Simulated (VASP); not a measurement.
# HfSn3S8 (P-3m1) in VASP: single point with PBE

Aim: the single point of HfSn3S8 with PBE.

Everything below comes from runs of VASP 6.6.1. Logs are shortened: lines on timing, memory, paths and dates and some standing lists are left out, and cuts for length are marked.

## (1) The cell of the first run

The structure is trigonal, space group P-3m1 (No. 164). Conventional cell: a = 7.398 Å, b = 7.398 Å, c = 6.817 Å, α = 90.00°, β = 90.00°, γ = 120.00°. Hf (site symmetry -3m) has 6 S at 2.58 Å within 3.4 Å. Within 3.4 Å of Sn (site symmetry 2/m) lie 6 S at 2.59 to 2.60 Å. S (site symmetry m) has 1 Hf at 2.58 Å and 2 Sn at 2.60 Å within 3.4 Å. Within 3.4 Å of S (site symmetry 3m) lie 3 Sn at 2.59 Å.

## (2) Single point, PBE

INCAR reads:

```
PREC     = Accurate       # precision mode
ENCUT    = 520            # plane-wave cutoff, eV
EDIFF    = 1E-6           # SCF threshold, eV
ISMEAR   = 0              # smearing method
SIGMA    = 0.02           # smearing width, eV
LREAL    = False          # projectors in reciprocal space
LASPH    = True           # aspherical terms in the spheres
NELM     = 60             # most SCF steps
ALGO     = Normal         # electronic algorithm
ISIF     = 2              # what is computed and relaxed
LWAVE    = False          # write WAVECAR
LCHARG   = False          # write CHGCAR
GGA      = PE             # functional
NBANDS   = 62             # bands
```

KPOINTS reads:

```
regular mesh
0
Gamma
  6 6 4
```

POSCAR reads:

```
HfSn3S8
1.0
    7.3978110645      0.0000000000      0.0000000000
   -3.6989055322      6.4066923142      0.0000000000
    0.0000000000      0.0000000000      6.8166630203
Hf Sn S
1 3 8
Direct
    0.0000000000      0.0000000000      0.0000000000
    0.5000000000      0.5000000000      0.0000000000
    0.5000000000      0.0000000000      0.0000000000
    0.0000000000      0.5000000000      0.0000000000
    0.6693214961      0.8346607480      0.2165609801
    0.6666666667      0.3333333333      0.2148821639
    0.1653392520      0.8346607480      0.2165609801
    0.1653392520      0.3306785039      0.2165609801
    0.8346607480      0.6693214961      0.7834390199
    0.8346607480      0.1653392520      0.7834390199
    0.3333333333      0.6666666667      0.7851178361
    0.3306785039      0.1653392520      0.7834390199
```

Potentials or basis: VASP PAW PBE potentials, release 64 (Hf_pv, Sn_d, S).

Run with:

```console
$ cat potpaw_PBE.64/Hf_pv/POTCAR potpaw_PBE.64/Sn_d/POTCAR potpaw_PBE.64/S/POTCAR > POTCAR
$ mpirun -np 1 vasp_std > vasp.out
```

OUTCAR:

```text
PREC = Accurate
   ENCUT = 520
   EDIFF = 1E-6
   ISMEAR = 0
   LREAL = False
   LASPH = True
   NELM = 60
   ISIF = 2
   GGA = PE

 ion  position               nearest neighbor table
   1  0.000  0.000  0.000-   8 2.58   9 2.58   5 2.58  12 2.58  10 2.58   7 2.58   4 3.70   4 3.70
                             2 3.70   2 3.70   3 3.70   3 3.70
   2  0.500  0.500  0.000-   6 2.59  11 2.59   5 2.60  12 2.60   8 2.60   9 2.60   3 3.70   3 3.70
                             1 3.70   1 3.70   4 3.70   4 3.70
   3  0.500  0.000  0.000-   6 2.59  11 2.59  10 2.60   7 2.60   5 2.60  12 2.60   2 3.70   2 3.70
                             4 3.70   4 3.70   1 3.70   1 3.70
   4  0.000  0.500  0.000-   6 2.59  11 2.59  10 2.60   7 2.60   8 2.60   9 2.60   1 3.70   1 3.70
                             3 3.70   3 3.70   2 3.70   2 3.70
   5  0.669  0.835  0.217-   1 2.58   2 2.60   3 2.60
   6  0.667  0.333  0.215-   3 2.59   4 2.59   2 2.59
   7  0.165  0.835  0.217-   1 2.58   4 2.60   3 2.60
   8  0.165  0.331  0.217-   1 2.58   2 2.60   4 2.60
   9  0.835  0.669  0.783-   1 2.58   2 2.60   4 2.60
  10  0.835  0.165  0.783-   1 2.58   4 2.60   3 2.60
  11  0.333  0.667  0.785-   3 2.59   4 2.59   2 2.59
  12  0.331  0.165  0.783-   1 2.58   2 2.60   3 2.60

  LATTYP: Found a hexagonal cell.
 ALAT       =     7.3978110645
 C/A-ratio  =     0.9214432433

  Lattice vectors:

 A1 = (   7.3978110645,   0.0000000000,   0.0000000000)
 A2 = (  -3.6989055322,   6.4066923142,   0.0000000000)
 A3 = (   0.0000000000,   0.0000000000,   6.8166630203)

Analysis of symmetry for initial positions (statically):
=====================================================================
 Subroutine PRICEL returns:
 Original cell was already a primitive cell.

 Routine SETGRP: Setting up the symmetry group for a
 hexagonal supercell.

 Subroutine GETGRP returns: Found 12 space group operations
 (whereof 12 operations were pure point group operations)
 out of a pool of 24 trial point group operations.

The static configuration has the point symmetry D_3d.

Analysis of symmetry for dynamics (positions and initial velocities):
=====================================================================
 Subroutine PRICEL returns:
 Original cell was already a primitive cell.

 Routine SETGRP: Setting up the symmetry group for a
 hexagonal supercell.

 Subroutine GETGRP returns: Found 12 space group operations
 (whereof 12 operations were pure point group operations)
 out of a pool of 24 trial point group operations.

The dynamic configuration has the point symmetry D_3d.

 Subroutine INISYM returns: Found 12 space group operations
 (whereof 12 operations are pure point group operations),
 and found     1 'primitive' translations

----------------------------------------------------------------------------------------

                                     Primitive cell

  volume of cell :     323.0791

  direct lattice vectors                    reciprocal lattice vectors
     7.397811064  0.000000000  0.000000000     0.135175120  0.078043392  0.000000000
    -3.698905532  6.406692314  0.000000000     0.000000000  0.156086784  0.000000000
     0.000000000  0.000000000  6.816663020     0.000000000  0.000000000  0.146699345

  length of vectors
     7.397811064  7.397811064  6.816663020     0.156086784  0.156086784  0.146699345

  position of ions in fractional coordinates (direct lattice)
     0.000000000  0.000000000  0.000000000
     0.500000000  0.500000000  0.000000000
     0.500000000  0.000000000  0.000000000
     0.000000000  0.500000000  0.000000000
     0.669321496  0.834660748  0.216560980
     0.666666667  0.333333333  0.214882164
     0.165339252  0.834660748  0.216560980
     0.165339252  0.330678504  0.216560980
     0.834660748  0.669321496  0.783439020
     0.834660748  0.165339252  0.783439020
     0.333333333  0.666666667  0.785117836
     0.330678504  0.165339252  0.783439020

  ion indices of the primitive-cell ions
   primitive index   ion index
                 1           1
                 2           2
                 3           3
                 4           4
                 5           5
                 6           6
                 7           7
                 8           8
                 9           9
                10          10
                11          11
                12          12

----------------------------------------------------------------------------------------

 KPOINTS: regular mesh

Automatic generation of k-mesh.
 Grid dimensions read from file:
 generate k-points for:    6    6    4

 Generating k-lattice:

  Cartesian coordinates                     Fractional coordinates (reciprocal lattice)
     0.022529187  0.013007232  0.000000000     0.166666667  0.000000000  0.000000000
     0.000000000  0.026014464  0.000000000     0.000000000  0.166666667  0.000000000
     0.000000000  0.000000000  0.036674836     0.000000000  0.000000000  0.250000000

  Length of vectors
     0.026014464  0.026014464  0.036674836

  Shift w.r.t. Gamma in fractional coordinates (k-lattice)
     0.000000000  0.000000000  0.000000000

 Subroutine IBZKPT returns following result:
 ===========================================

 Found     24 irreducible k-points:

 Following reciprocal coordinates:
            Coordinates               Weight
  0.000000  0.000000  0.000000      1.000000
  0.166667 -0.000000  0.000000      6.000000
  0.333333 -0.000000  0.000000      6.000000
  0.500000 -0.000000  0.000000      3.000000
  0.166667  0.166667  0.000000      6.000000
  0.333333  0.166667  0.000000     12.000000
[... 16 lines left out ...]
  0.333333  0.166667  0.500000     12.000000
  0.333333  0.333333  0.500000      2.000000
   k-points           NKPTS =     24   k-points in BZ     NKDIM =     24   number of bands    NBANDS=     62
   number of dos      NEDOS =    301   number of ions     NIONS =     12
   total plane-waves  NPLWV = 169344
   dimension x,y,z NGX =    56 NGY =   56 NGZ =   54
   dimension x,y,z NGXF=   112 NGYF=  112 NGZF=  108
   ions per type =               1   3   8
   NGX,Y,Z   is equivalent  to a cutoff of  12.58, 12.58, 13.17 a.u.
   NGXF,Y,Z  is equivalent  to a cutoff of  25.17, 25.17, 26.34 a.u.
 SYSTEM =  unknown system
   PREC   = accura    normal or accurate (medium, high low for compatibility)
   ISTART =      0    job   : 0-new  1-cont  2-samecut
   ICHARG =      2    charge: 1-file 2-atom 10-const
   ISPIN  =      1    spin polarized calculation?
   LNONCOLLINEAR =      F non collinear calculations
   LSORBIT =      F    spin-orbit coupling
   LASPH  =      T    aspherical Exc in radial PAW
   ENCUT  =  520.0 eV  38.22 Ry    6.18 a.u.  13.76 13.76 12.67*2*pi/ulx,y,z
   NELM   =     60;   NELMIN=  2; NELMDL= -5     # of ELM steps
   EDIFF  = 0.1E-05   stopping-criterion for ELM
   LREAL  =      F    real-space projection
   EDIFFG = 0.1E-04   stopping-criterion for IOM
   NSW    =      0    number of steps for IOM
   IBRION =     -1    ionic relax: 0-MD 1-quasi-New 2-CG
   NFREE  =      0    steps in history (QN), initial steepest desc. (CG)
   ISIF   =      2    stress and relaxation
   ISYM   =      2    0-nonsym 1-usesym 2-fastsym
   POTIM  = 0.5000    time-step for ionic-motion
   TEBEG  =    0.0;   TEEND  =   0.0 temperature during run
   PSTRESS=    0.0 pullay stress
   NELECT =     100.0000    total number of electrons
   NUPDOWN=      -1.0000    fix difference up-down
   EMIN   =  10.00;   EMAX   =-10.00  energy-range for DOS
   EFERMI =   0.00;   METHOD = LEGACY
   ISMEAR =     0;   SIGMA  =   0.02  broadening in eV -4-tet -1-fermi 0-gaus
   EFERMI_NEDOS =   21; number of points for ismear=-14 and -15
   IALGO  =     38    algorithm
   IMIX   =      4    mixing-type and parameters
     AMIX     =   0.40;   BMIX     =  1.00
     AMIX_MAG =   1.60;   BMIX_MAG =  1.00
  volume/ion in A,a.u.               =      26.92       181.69
  Fermi-wavevector in a.u.,A,eV,Ry     =   1.107402  2.092686 16.685349  1.226339
  Thomas-Fermi vector in A             =   2.243915
   LORBIT       =      0    0 simple, 1 ext, 2 COOP (PROOUT), +10 PAW based schemes
   GGA     = PE    functional components
   LHFCALC =     F    Hartree Fock is set to
   AEXX    =    0.0000 exact exchange contribution
   IVDW    =     0    specifies the selected vdW correction
   LEPSILON=     F    determine dielectric tensor
   LRPA    =     F    only Hartree local field effects (RPA)
 non-spin polarized calculation
 Gauss-broadening in eV      SIGMA  =   0.02
  energy-cutoff  :      520.00
  volume of cell :      323.08
 maximum number of plane-waves:      8719
 NGX is ok and might be reduce to    56
   NGX = 27   NGY = 27   NGZ = 25

 number of electron     100.0000014 magnetization

 Free energy of the ion-electron system (eV)
  ---------------------------------------------------
  ext. energy  EPLUGINS =         0.00000000
  ---------------------------------------------------
  free energy    TOTEN  =       -62.03102820 eV

  energy without entropy =      -62.03102820  energy(sigma->0) =      -62.03102820

 E-fermi :   2.5437     XC(G=0):  -8.5903

 val. band max:        2.3847169717   @ k =   0.3333   0.3333   0.0000
 cond. band min:       3.2799695280   @ k =   0.0000   0.0000   0.0000
 fundamental gap:      0.8952525563
 Fermi energy:         2.5437325036

 k-point     1 :       0.0000    0.0000    0.0000
  band No.  band energies     occupation
      1     -28.0987      2.00000
      2     -28.0987      2.00000
      3     -28.0642      2.00000
      4     -18.5660      2.00000
      5     -18.5228      2.00000
      6     -18.5228      2.00000
[... 54 lines left out ...]
     61       8.1063      0.00000
     62       8.1205      0.00000

 k-point     2 :       0.1667   -0.0000    0.0000
  band No.  band energies     occupation
      1     -28.0987      2.00000
      2     -28.0987      2.00000
      3     -28.0642      2.00000
      4     -18.5608      2.00000
      5     -18.5220      2.00000
      6     -18.5180      2.00000
[... 1429 lines left out ...]
      6     -18.5166      2.00000
[... 54 lines left out ...]
     61       8.0370      0.00000
     62       8.3666      0.00000

------------------------ aborting loop because EDIFF is reached ----------------------------------------

  FORCE on cell =-STRESS in cart. coord.  units (eV):
  Direction    XX          YY          ZZ          XY          YZ          ZX
  --------------------------------------------------------------------------------------
  -------------------------------------------------------------------------------------
  Total       -0.4760352     -0.4760352     -0.2362088     -0.0000000      0.0000000      0.0000000
  in kB       -2.3606996     -2.3606996     -1.1713796     -0.0000000      0.0000000      0.0000000
  external PRESSURE =      -1.9642596 kB  Pullay stress =       0.0000000 kB

 VOLUME and BASIS-vectors are now :
 -----------------------------------------------------------------------------
  energy-cutoff  :      520.00
  volume of cell :      323.08
      direct lattice vectors                 reciprocal lattice vectors
     7.397811064  0.000000000  0.000000000     0.135175120  0.078043392  0.000000000
    -3.698905532  6.406692314  0.000000000     0.000000000  0.156086784  0.000000000
     0.000000000  0.000000000  6.816663020     0.000000000  0.000000000  0.146699345

 POSITION                                       TOTAL-FORCE (eV/Angst)
 -----------------------------------------------------------------------------------
      0.00000      0.00000      0.00000        -0.000000      0.000000      0.000000
      1.84945      3.20335      0.00000        -0.000000      0.000000      0.000000
      3.69891      0.00000      0.00000        -0.000000      0.000000      0.000000
     -1.84945      3.20335      0.00000        -0.000000      0.000000      0.000000
      1.86418      5.34741      1.47622         0.026840      0.015496     -0.024039
      3.69891      2.13556      1.46478        -0.000000     -0.000000     -0.009310
     -1.86418      5.34741      1.47622        -0.026840      0.015496     -0.024039
      0.00000      2.11856      1.47622        -0.000000     -0.030992     -0.024039
      3.69891      4.28814      5.34044         0.000000      0.030992      0.024039
      5.56309      1.05928      5.34044         0.026840     -0.015496      0.024039
     -0.00000      4.27113      5.35188        -0.000000      0.000000      0.009310
      1.83472      1.05928      5.34044        -0.026840     -0.015496      0.024039
 -----------------------------------------------------------------------------------
    total drift:                               -0.000000      0.000000      0.000000

  FREE ENERGIE OF THE ION-ELECTRON SYSTEM (eV)
  ---------------------------------------------------
  free  energy   TOTEN  =       -62.0310282040 eV

  energy  without entropy=      -62.0310282040  energy(sigma->0) =      -62.03102820
```

Run time: 22 min. Hardware: 1 thread of Intel Xeon 8259CL, shared host; peak memory 0.68 GiB.

Results:

```
Free energy            : -62.0310 eV
Pressure               : -0.2 GPa
Largest force          : 0.039 eV/Å
Band gap on the k mesh : 0.90 eV (least direct gap 0.97 eV)
```

Forces in eV/Å, atoms in the order of the input:
```
Hf   0.000  0.000  0.000
Sn   0.000  0.000  0.000
Sn   0.000  0.000  0.000
Sn   0.000  0.000  0.000
S    0.027  0.015 -0.024
S    0.000  0.000 -0.009
S   -0.027  0.015 -0.024
S    0.000 -0.031 -0.024
S    0.000  0.031  0.024
S    0.027 -0.015  0.024
S    0.000  0.000  0.009
S   -0.027 -0.015  0.024
```

Levels at points of the mesh, in eV from the valence-band top:
| k point | band 46 | band 47 | band 48 | band 49 | band 50 | band 51 | band 52 | band 53 | band 54 | band 55 |
| --- | --- | --- | --- | --- | --- | --- | --- | --- | --- | --- |
| (0.00, 0.00, 0.00) | -0.31 | -0.25 | -0.19 | -0.08 | -0.08 | 0.90 | 0.90 | 1.58 | 3.23 | 3.66 |
| (0.50, 0.00, 0.00) | -0.61 | -0.41 | -0.18 | -0.08 | -0.05 | 1.66 | 2.56 | 2.62 | 3.23 | 3.31 |
| (0.00, 0.00, 0.50) | -0.26 | -0.26 | -0.25 | -0.07 | -0.07 | 0.92 | 0.92 | 1.68 | 3.48 | 3.48 |
| (0.50, 0.00, 0.50) | -0.65 | -0.50 | -0.29 | -0.19 | -0.11 | 1.67 | 2.58 | 2.68 | 3.24 | 3.30 |

Caveat: spin-orbit coupling is left out, which moves the levels of the heavy elements; this functional lacks dispersion, which binds layers or chains, so the pressure and a relaxed spacing across them are unreliable. A k mesh can miss the band edges.
